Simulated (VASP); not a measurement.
**MgO: single point with r2SCAN**

Crystal: MgO.

```xyz
2
Lattice="0.0000 2.1021 2.1021 2.1021 0.0000 2.1021 2.1021 2.1021 0.0000" Properties=species:S:1:pos:R:3 pbc="T T T"
Mg    0.0000    0.1750    0.0000
O     2.1021    2.1021    2.1021
```

This cell differs from its parent crystal: all Mg atoms moved +0.175 Å, as atom 1 along Cartesian [0 1 0].

- Program: VASP 6.6.1
- Task: single point
- Functional: r2SCAN
- Potentials or basis: VASP PAW PBE potentials, release 64 (Mg, O)
- Cutoff: 520 eV
- k mesh: 10 × 10 × 10
- Occupations: gaussian, width 0.05 eV
- Spin: no spin polarisation

- Pressure: 2.2 GPa
- Largest force: 1.221 eV/Å
- Band gap on the k mesh: 5.65 eV, direct

Forces in eV/Å, atoms in the order of the input:
```
Mg   0.000 -1.221  0.000
O    0.000  1.221  0.000
```

Stress tensor (GPa, compression positive):
```
-1.85  0.00  0.00
 0.00 10.18  0.00
 0.00  0.00 -1.85
```

Levels at points of the mesh, in eV from the valence-band top:
```tsv
k point	band 1	band 2	band 3	band 4	band 5	band 6	band 7	band 8
(0.00, 0.00, 0.00)	-18.21	-0.04	0.00	0.00	5.65	16.95	17.02	17.02
(0.50, 0.00, 0.00)	-16.96	-4.61	-0.67	-0.65	8.86	13.73	17.47	17.60
(0.50, 0.50, 0.00)	-16.71	-4.10	-1.39	-1.37	10.16	10.97	14.39	20.42
(0.50, 0.00, 0.50)	-16.71	-4.06	-1.36	-1.36	10.07	10.91	14.40	20.51
```

Wall time 39 s on 1 thread of Intel(R) Xeon(R) Platinum 8488C (Sapphire Rapids), with other jobs on the host, peak memory 0.16 GiB.

Caveat: the cell differs from its parent crystal (all Mg atoms moved +0.175 Å, as atom 1 along Cartesian [0 1 0]); the PAW data sets were made with another functional, which shifts forces and pressure a little.
